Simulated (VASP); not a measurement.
Runs of VASP 6.6.1 on LiSi2N2. The structure is that of space group Cmmm (No. 65), or close to it. The cells are those of the table. 

```tsv
task	spin	cell	k mesh	gap on the mesh (eV)	pressure (GPa)	moment (μB)	largest force (eV/Å)
single point	off	a = 4.227, b = 4.227, c = 4.564 Å, angles 90.0, 90.0, 116.0°, 5 atoms	4 × 4 × 4	none	-12.0	-	1.03
single point	collinear, ferromagnetic start	a = 4.480, b = 4.480, c = 2.644 Å, angles 90.0, 90.0, 108.4°, 5 atoms	4 × 4 × 4	none	0.1	0.00	0.02
single point	off	a = 4.475, b = 4.475, c = 2.662 Å, angles 90.0, 90.0, 107.9°, 5 atoms	4 × 4 × 6	none	-0.1	-	0.02
relaxation of cell and atoms	off	relaxed from a = 4.480, b = 4.480, c = 2.644 Å, angles 90.0, 90.0, 108.4°, 5 atoms	4 × 4 × 6	none	0.0	-	0.01
single point	off	a = 4.460, b = 4.460, c = 2.655 Å, angles 90.0, 90.0, 107.9°, 5 atoms	10 × 10 × 14	none	-0.1	-	0.01
single point	collinear, ferromagnetic start	a = 4.227, b = 4.227, c = 4.564 Å, angles 90.0, 90.0, 116.0°, 5 atoms	4 × 4 × 4	none	-11.2	(a)	(b)
```

Alike in all rows: level PBE; potentials or basis VASP PAW PBE potentials, release 64 (Li_sv, Si, N); cutoff (eV) 750; smearing gaussian 0.1 eV.

Question: Estimate the missing entries.

Answer: (a) 1.35; (b) 1.14.

Caveats: some runs use coarse meshes; forces of over 1 eV/Å act on the atoms, so gaps and moduli don't describe the material at rest (some runs).

A gap of «none» marks levels without a gap at the run's occupations.
